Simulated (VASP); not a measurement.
# Mg (Pm-3m) in VASP: single point with PBE

Aim: the single point of Mg with PBE.

Program: VASP 6.6.1. These are calculated values, not measurements. Logs are shortened: lines on timing, memory, paths and dates and some standing lists are left out, and cuts for length are marked.

### 1 The cell of the first run

The structure is cubic, space group Pm-3m (No. 221). Conventional cell: a = 3.029 Å, b = 3.029 Å, c = 3.029 Å, α = 90.00°, β = 90.00°, γ = 90.00°. Within 4.0 Å of Mg (site symmetry m-3m) lie 6 Mg at 3.03 Å.

### 2 Single point, PBE

File INCAR:

```
SYSTEM = Mg
  ALGO = Normal
  EDIFF = 1E-6
  ENCUT = 520
  GGA = PE
  ISIF = 2
  ISMEAR = -1
  LASPH = .True.
  LCHARG = .True.
  LELF = .True.
  LREAL = .False.
  LVHAR = .True.
  LWAVE = .False.
  NBANDS = 7
  NELM = 100
  PREC = Accurate
  SIGMA = 0.13605693000000002
```

File KPOINTS:

```
k-points
0
Gamma
  11 11 11
  0 0 0
```

File POSCAR:

```
Mg
1.0
    3.0290511031      0.0000000000      0.0000000000
    0.0000000000      3.0290511031      0.0000000000
    0.0000000000      0.0000000000      3.0290511031
Mg
1
Direct
    0.0000000000      0.0000000000      0.0000000000
```

Potentials or basis: VASP PAW PBE potentials, release 64 (Mg).

On the command line:

```sh
$ cat potpaw_PBE.64/Mg/POTCAR > POTCAR
$ mpirun -np 1 vasp_std > vasp.out
```

OUTCAR:

```text
SYSTEM = Mg
   EDIFF = 1E-6
   ENCUT = 520
   GGA = PE
   ISIF = 2
   ISMEAR = -1
   LASPH = .True.
   LREAL = .False.
   NELM = 100
   PREC = Accurate

 ion  position               nearest neighbor table
   1  0.000  0.000  0.000-

  LATTYP: Found a simple cubic cell.
 ALAT       =     3.0290511031

  Lattice vectors:

 A1 = (   3.0290511031,   0.0000000000,   0.0000000000)
 A2 = (   0.0000000000,   3.0290511031,   0.0000000000)
 A3 = (   0.0000000000,   0.0000000000,   3.0290511031)

Analysis of symmetry for initial positions (statically):
=====================================================================
 Subroutine PRICEL returns:
 Original cell was already a primitive cell.

 Routine SETGRP: Setting up the symmetry group for a
 simple cubic supercell.

 Subroutine GETGRP returns: Found 48 space group operations
 (whereof 48 operations were pure point group operations)
 out of a pool of 48 trial point group operations.

The static configuration has the point symmetry O_h .

Analysis of symmetry for dynamics (positions and initial velocities):
=====================================================================
 Subroutine PRICEL returns:
 Original cell was already a primitive cell.

 Routine SETGRP: Setting up the symmetry group for a
 simple cubic supercell.

 Subroutine GETGRP returns: Found 48 space group operations
 (whereof 48 operations were pure point group operations)
 out of a pool of 48 trial point group operations.

The dynamic configuration has the point symmetry O_h .

 Subroutine INISYM returns: Found 48 space group operations
 (whereof 48 operations are pure point group operations),
 and found     1 'primitive' translations

----------------------------------------------------------------------------------------

                                     Primitive cell

  volume of cell :      27.7920

  direct lattice vectors                    reciprocal lattice vectors
     3.029051103  0.000000000  0.000000000     0.330136391  0.000000000  0.000000000
     0.000000000  3.029051103  0.000000000     0.000000000  0.330136391  0.000000000
     0.000000000  0.000000000  3.029051103     0.000000000  0.000000000  0.330136391

  length of vectors
     3.029051103  3.029051103  3.029051103     0.330136391  0.330136391  0.330136391

  position of ions in fractional coordinates (direct lattice)
     0.000000000  0.000000000  0.000000000

  ion indices of the primitive-cell ions
   primitive index   ion index
                 1           1

----------------------------------------------------------------------------------------

 KPOINTS: k-points

Automatic generation of k-mesh.
 Grid dimensions read from file:
 generate k-points for:   11   11   11

 Generating k-lattice:

  Cartesian coordinates                     Fractional coordinates (reciprocal lattice)
     0.030012399  0.000000000  0.000000000     0.090909091  0.000000000  0.000000000
     0.000000000  0.030012399  0.000000000     0.000000000  0.090909091  0.000000000
     0.000000000  0.000000000  0.030012399     0.000000000  0.000000000  0.090909091

  Length of vectors
     0.030012399  0.030012399  0.030012399

  Shift w.r.t. Gamma in fractional coordinates (k-lattice)
     0.000000000  0.000000000  0.000000000

 Subroutine IBZKPT returns following result:
 ===========================================

 Found     56 irreducible k-points:

 Following reciprocal coordinates:
            Coordinates               Weight
  0.000000  0.000000  0.000000      1.000000
  0.090909  0.000000  0.000000      6.000000
  0.181818  0.000000  0.000000      6.000000
  0.272727  0.000000  0.000000      6.000000
  0.363636  0.000000  0.000000      6.000000
  0.454545  0.000000  0.000000      6.000000
[... 16 lines left out ...]
  0.181818  0.090909  0.090909     24.000000
  0.272727  0.090909  0.090909     24.000000
 [... further k-points ...]
   k-points           NKPTS =     56   k-points in BZ     NKDIM =     56   number of bands    NBANDS=      7
   number of dos      NEDOS =    301   number of ions     NIONS =      1
   total plane-waves  NPLWV =  13824
   dimension x,y,z NGX =    24 NGY =   24 NGZ =   24
   dimension x,y,z NGXF=    48 NGYF=   48 NGZF=   48
   ions per type =               1
   NGX,Y,Z   is equivalent  to a cutoff of  13.17, 13.17, 13.17 a.u.
   NGXF,Y,Z  is equivalent  to a cutoff of  26.34, 26.34, 26.34 a.u.
 SYSTEM =  Mg
   PREC   = accura    normal or accurate (medium, high low for compatibility)
   ISTART =      0    job   : 0-new  1-cont  2-samecut
   ICHARG =      2    charge: 1-file 2-atom 10-const
   ISPIN  =      1    spin polarized calculation?
   LNONCOLLINEAR =      F non collinear calculations
   LSORBIT =      F    spin-orbit coupling
   LASPH  =      T    aspherical Exc in radial PAW
   ENCUT  =  520.0 eV  38.22 Ry    6.18 a.u.   5.63  5.63  5.63*2*pi/ulx,y,z
   NELM   =    100;   NELMIN=  2; NELMDL= -5     # of ELM steps
   EDIFF  = 0.1E-05   stopping-criterion for ELM
   LREAL  =      F    real-space projection
   EDIFFG = 0.1E-04   stopping-criterion for IOM
   NSW    =      0    number of steps for IOM
   IBRION =     -1    ionic relax: 0-MD 1-quasi-New 2-CG
   NFREE  =      0    steps in history (QN), initial steepest desc. (CG)
   ISIF   =      2    stress and relaxation
   ISYM   =      2    0-nonsym 1-usesym 2-fastsym
   POTIM  = 0.5000    time-step for ionic-motion
   TEBEG  =    0.0;   TEEND  =   0.0 temperature during run
   PSTRESS=    0.0 pullay stress
   NELECT =       2.0000    total number of electrons
   NUPDOWN=      -1.0000    fix difference up-down
   EMIN   =  10.00;   EMAX   =-10.00  energy-range for DOS
   EFERMI =   0.00;   METHOD = LEGACY
   ISMEAR =    -1;   SIGMA  =   0.14  broadening in eV -4-tet -1-fermi 0-gaus
   EFERMI_NEDOS =   21; number of points for ismear=-14 and -15
   IALGO  =     38    algorithm
   IMIX   =      4    mixing-type and parameters
     AMIX     =   0.40;   BMIX     =  1.00
     AMIX_MAG =   1.60;   BMIX_MAG =  1.00
  volume/ion in A,a.u.               =      27.79       187.55
  Fermi-wavevector in a.u.,A,eV,Ry     =   0.680944  1.286798  6.308819  0.463685
  Thomas-Fermi vector in A             =   1.759583
   LORBIT       =      0    0 simple, 1 ext, 2 COOP (PROOUT), +10 PAW based schemes
   GGA     = PE    functional components
   LHFCALC =     F    Hartree Fock is set to
   AEXX    =    0.0000 exact exchange contribution
   IVDW    =     0    specifies the selected vdW correction
   LEPSILON=     F    determine dielectric tensor
   LRPA    =     F    only Hartree local field effects (RPA)
 non-spin polarized calculation
  energy-cutoff  :      520.00
  volume of cell :       27.79
 maximum number of plane-waves:       759
 NGX is ok and might be reduce to    24
   NGX = 11   NGY = 11   NGZ = 11

 number of electron       2.0000000 magnetization

 Free energy of the ion-electron system (eV)
  ---------------------------------------------------
  ext. energy  EPLUGINS =         0.00000000
  ---------------------------------------------------
  free energy    TOTEN  =        -1.14441369 eV

  energy without entropy =       -1.11843815  energy(sigma->0) =       -1.13142592

 E-fermi :   1.6333     XC(G=0):  -7.8828

 val. band max:        1.5812696365   @ k =   0.4545   0.2727   0.0909
 cond. band min:       1.8105687075   @ k =   0.3636   0.3636   0.3636
 fundamental gap:      0.2292990710
 Fermi energy:         1.6332500843

 k-point     1 :       0.0000    0.0000    0.0000
  band No.  band energies     occupation
      1      -4.4861      2.00000
      2       9.7324      0.00000
      3       9.7324      0.00000
      4      11.0655      0.00000
      5      11.0655      0.00000
      6      11.0655      0.00000
      7      15.4585      0.00000

 k-point     2 :       0.0909    0.0000    0.0000
  band No.  band energies     occupation
      1      -4.3509      2.00000
      2       8.0756      0.00000
      3       9.8512      0.00000
      4      11.1790      0.00000
      5      11.1790      0.00000
      6      12.3520      0.00000
      7      16.1430      0.00000

 k-point     3 :       0.1818    0.0000    0.0000
  band No.  band energies     occupation
      1      -3.9465      2.00000
      2       5.9032      0.00000
      3      10.2013      0.00000
      4      11.5198      0.00000
      5      11.5198      0.00000
      6      13.4962      0.00000
      7      18.0702      0.00000

 k-point     4 :       0.2727    0.0000    0.0000
  band No.  band energies     occupation
      1      -3.2765      2.00000
      2       3.8383      0.00000
      3      10.7572      0.00000
      4      12.0887      0.00000
      5      12.0887      0.00000
      6      14.3986      0.00000
      7      18.3920      0.00000

 k-point     5 :       0.3636    0.0000    0.0000
  band No.  band energies     occupation
      1      -2.3477      2.00000
      2       1.9607      0.16530
      3      11.4431      0.00000
      4      12.8863      0.00000
      5      12.8863      0.00000
      6      15.3005      0.00000
      7      16.6806      0.00000

 k-point     6 :       0.4545    0.0000    0.0000
  band No.  band energies     occupation
      1      -1.1817      2.00000
      2       0.3161      1.99988
      3      12.0242      0.00000
      4      13.9080      0.00000
      5      13.9080      0.00000
      6      15.1972      0.00000
      7      15.1972      0.00000

 k-point     7 :       0.0909    0.0909    0.0000
  band No.  band energies     occupation
      1      -4.2159      2.00000
      2       7.8582      0.00000
      3       8.6611      0.00000
      4      11.2924      0.00000
      5      11.5644      0.00000
      6      13.4272      0.00000
      7      16.6232      0.00000

 k-point     8 :       0.1818    0.0909    0.0000
  band No.  band energies     occupation
      1      -3.8119      2.00000
      2       5.9940      0.00000
      3       8.7310      0.00000
      4      11.6331      0.00000
      5      11.9652      0.00000
      6      14.7380      0.00000
      7      18.1552      0.00000

 k-point     9 :       0.2727    0.0909    0.0000
  band No.  band energies     occupation
      1      -3.1425      2.00000
      2       3.9561      0.00000
      3       9.2952      0.00000
      4      12.2015      0.00000
      5      12.5116      0.00000
      6      15.6176      0.00000
      7      16.6935      0.00000

 k-point    10 :       0.3636    0.0909    0.0000
  band No.  band energies     occupation
      1      -2.2146      2.00000
      2       2.0859      0.06930
      3      10.0759      0.00000
      4      12.9980      0.00000
      5      13.0330      0.00000
      6      15.1576      0.00000
      7      16.4126      0.00000

 k-point    11 :       0.4545    0.0909    0.0000
  band No.  band energies     occupation
      1      -1.0492      2.00000
      2       0.4438      1.99968
      3      10.9079      0.00000
      4      12.7929      0.00000
      5      14.0167      0.00000
      6      14.8935      0.00000
      7      15.3075      0.00000
[... 51 lines left out ...]
 k-point    17 :       0.3636    0.2727    0.0000
  band No.  band energies     occupation
      1      -1.1573      2.00000
      2       3.0510      0.00006
      3       6.0092      0.00000
      4      10.0043      0.00000
      5      13.8862      0.00000
      6      15.2681      0.00000
      7      17.5190      0.00000

 k-point    18 :       0.4545    0.2727    0.0000
  band No.  band energies     occupation
      1       0.0018      1.99999
      2       1.4550      1.57516
      3       7.0332      0.00000
      4       8.5138      0.00000
      5      14.8743      0.00000
      6      16.1573      0.00000
      7      16.3070      0.00000

 k-point    19 :       0.3636    0.3636    0.0000
  band No.  band energies     occupation
      1      -0.2441      2.00000
      2       3.5114      0.00000
      3       4.5734      0.00000
      4       8.2272      0.00000
      5      14.6530      0.00000
      6      16.1524      0.00000
      7      17.6769      0.00000

 k-point    20 :       0.4545    0.3636    0.0000
  band No.  band energies     occupation
      1       0.9051      1.99057
      2       2.3065      0.01409
      3       5.2449      0.00000
      4       6.6737      0.00000
      5      15.6034      0.00000
      6      16.7961      0.00000
      7      17.2738      0.00000

 k-point    21 :       0.4545    0.4545    0.0000
  band No.  band energies     occupation
      1       2.0269      0.10497
      2       3.0273      0.00007
      3       4.0041      0.00000
      4       5.1245      0.00000
      5      16.4778      0.00000
      6      17.1601      0.00000
      7      18.3588      0.00000

 k-point    22 :       0.0909    0.0909    0.0909
  band No.  band energies     occupation
      1      -4.0809      2.00000
      2       7.9778      0.00000
      3       7.9778      0.00000
      4      10.0245      0.00000
      5      13.5335      0.00000
      6      13.5335      0.00000
      7      17.0049      0.00000

 k-point    23 :       0.1818    0.0909    0.0909
  band No.  band energies     occupation
      1      -3.6774      2.00000
      2       6.0894      0.00000
      3       8.3340      0.00000
      4      10.0529      0.00000
      5      13.8378      0.00000
      6      15.1442      0.00000
      7      18.2862      0.00000

 k-point    24 :       0.2727    0.0909    0.0909
  band No.  band energies     occupation
      1      -3.0087      2.00000
      2       4.0738      0.00000
      3       8.9170      0.00000
      4      10.5936      0.00000
      5      14.2365      0.00000
      6      15.9381      0.00000
      7      16.4845      0.00000

 [... further k-points ...]
[... 5 lines left out ...]
  --------------------------------------------------------------------------------------
  -------------------------------------------------------------------------------------
  Total       -0.0384827     -0.0384827     -0.0384827      0.0000000      0.0000000     -0.0000000
  in kB       -2.2184824     -2.2184824     -2.2184824      0.0000000      0.0000000     -0.0000000
  external PRESSURE =      -2.2184824 kB  Pullay stress =       0.0000000 kB

 VOLUME and BASIS-vectors are now :
 -----------------------------------------------------------------------------
  energy-cutoff  :      520.00
  volume of cell :       27.79
      direct lattice vectors                 reciprocal lattice vectors
     3.029051103  0.000000000  0.000000000     0.330136391  0.000000000  0.000000000
     0.000000000  3.029051103  0.000000000     0.000000000  0.330136391  0.000000000
     0.000000000  0.000000000  3.029051103     0.000000000  0.000000000  0.330136391

 POSITION                                       TOTAL-FORCE (eV/Angst)
 -----------------------------------------------------------------------------------
      0.00000      0.00000      0.00000         0.000000      0.000000      0.000000
 -----------------------------------------------------------------------------------
    total drift:                               -0.000000     -0.000000      0.000000

  FREE ENERGIE OF THE ION-ELECTRON SYSTEM (eV)
  ---------------------------------------------------
  free  energy   TOTEN  =        -1.1444136860 eV

  energy  without entropy=       -1.1184381507  energy(sigma->0) =       -1.13142592
```

It took 2.7 s on 1 thread of Intel Xeon 6975P-C (Granite Rapids), shared host; peak memory 0.13 GiB.

Results:

```yaml
Free_energy: -1.1444 eV
Pressure: -0.2 GPa
Band_gap_on_the_k_mesh: zero (band 1 reaches 5.03 eV, above the bottom of band 2 at 0.32 eV)
```
